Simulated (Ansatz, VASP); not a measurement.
## Sb: VASP beside Ansatz

INCAR

```
SYSTEM = Sb
ALGO     = Normal         ! electronic algorithm
EDIFF    = 1E-7           ! SCF threshold, eV
ENCUT    = 520            ! plane-wave cutoff, eV
GGA      = PE             ! functional
ISIF     = 2              ! what is computed and relaxed
ISMEAR   = -1             ! smearing method
LASPH    = .TRUE.         ! aspherical terms in the spheres
LCHARG   = .FALSE.        ! write CHGCAR
LREAL    = .FALSE.        ! projectors in reciprocal space
LWAVE    = .FALSE.        ! write WAVECAR
NBANDS   = 8              ! bands
NELM     = 80             ! most SCF steps
PREC     = Accurate       ! precision mode
SIGMA    = 0.05           ! smearing width, eV
```

File KPOINTS:

```
k-points
0
G
  12 12 12
  0 0 0
```

Contents of POSCAR:

```
Sb
1.0
    0.0000000000      2.3240504507      2.3240504507
    2.3240504507      0.0000000000      2.3240504507
    2.3240504507      2.3240504507      0.0000000000
Sb
1
Direct
    0.0000000000      0.0000000000      0.0000000000
```

Input for Ansatz:

```yaml
crystal:
  lattice:
    - [0.0, 2.3240504507, 2.3240504507]
    - [2.3240504507, 0.0, 2.3240504507]
    - [2.3240504507, 2.3240504507, 0.0]
  atoms:
    - { symbol: Sb, position: [0.0, 0.0, 0.0] }
kpoints:
  mp_grid: { grid: [12, 12, 12] }
scf:
  occupations: { method: fermi_dirac, width: 0.05 }
hamiltonian:
  xc: pbe
  pseudopotentials: { kind: all_electron, lapw: { basis_error: 0.001 } }
output:
  forces: true
  stress: true
  eigenvalues: true
```

Change from the starting cell: volume scaled by 1.025.

Alike in both runs: task single point; functional PBE; k mesh 12 × 12 × 12; occupations fermi-dirac, width 0.05 eV; no spin polarisation.

|  | VASP | Ansatz |
| --- | --- | --- |
| version | VASP 6.6.1 | Ansatz 0.2.0 |
| potentials or method | VASP PAW PBE potentials, release 64 (Sb), cutoff 520 eV | all-electron LAPW, scalar-relativistic |

Ansatz gave:

| Property | Result |
| --- | --- |
| pressure (GPa) | 6.5 |

Problem. Which values does VASP return?

Solution. Pressure (GPa): 6.4.

Ansatz ran all-electron here, and VASP with PAW potentials.

Neither program's run includes spin-orbit coupling.
